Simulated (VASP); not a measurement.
NaC3:

```
Na C
1.0
     4.25395    0.00000    0.00000
    -2.12697    3.68403    0.00000
     0.00000    0.00000    3.33267
Na C
2 6
Direct
  0.33333 0.66667 0.50000
  0.66667 0.33333 0.50000
  0.00000 0.66667 0.00000
  0.66667 0.00000 0.00000
  0.33333 0.33333 0.00000
  0.66667 0.66667 0.00000
  0.33333 0.00000 0.00000
  0.00000 0.33333 0.00000
```

* Program: VASP 6.6.1
* Task: relaxation of cell and atoms
* Functional: PBE
* Potentials or basis: VASP PAW PBE potentials, release 64 (Na_pv, C)
* Cutoff: 600 eV
* k mesh: 6 × 6 × 6
* Occupations: gaussian, width 0.1 eV
* Spin: no spin polarisation

At the start: pressure 80.5 GPa; volume 6.53 Å³/atom.

Where does the relaxation end?

Over 14 steps the energy falls by 589.9 meV/atom and the volume is 9.49 Å³/atom (+45.4 %); space group P6/mmm (No. 191, to 0.1 Å) before and after.

The path:
```tsv
step	energy change (eV)	largest force (eV/Å)	pressure (GPa)	volume (Å³)
1	0.0000	0.9957	80.51	52.23
2	-1.9681	0.9428	-28.66	81.08
3	-3.2462	1.0142	-2.68	67.41
4	-4.4537	0.6429	0.71	70.47
5	-4.4947	1.5489	3.29	71.33
6	-4.4471	2.4696	4.16	74.83
7	-4.6702	0.3873	2.63	72.99
8	-4.7098	0.1839	-0.62	75.25
9	-4.7109	0.0412	-2.46	76.71
10	-4.7126	0.0959	-1.80	76.15
11	-4.7148	0.3030	1.13	75.87
12	-4.7183	0.1201	-0.19	75.99
13	-4.7175	0.1695	0.96	75.83
14	-4.7192	0.0001	0.29	75.93
```

Final structure:
```
Na C
1.0
     4.39582    0.00000    0.00000
    -2.19791    3.80689    0.00000
     0.00000    0.00000    4.53719
Na C
2 6
Direct
  0.33333 0.66667 0.50000
  0.66667 0.33333 0.50000
  0.00000 0.66691 0.00000
  0.66691 0.00000 0.00000
  0.33309 0.33309 0.00000
  0.66691 0.66691 0.00000
  0.33309 0.00000 0.00000
  0.00000 0.33309 0.00000
```

Caveat: the volume moved by over 15 % at a fixed basis, so the end points are rough.
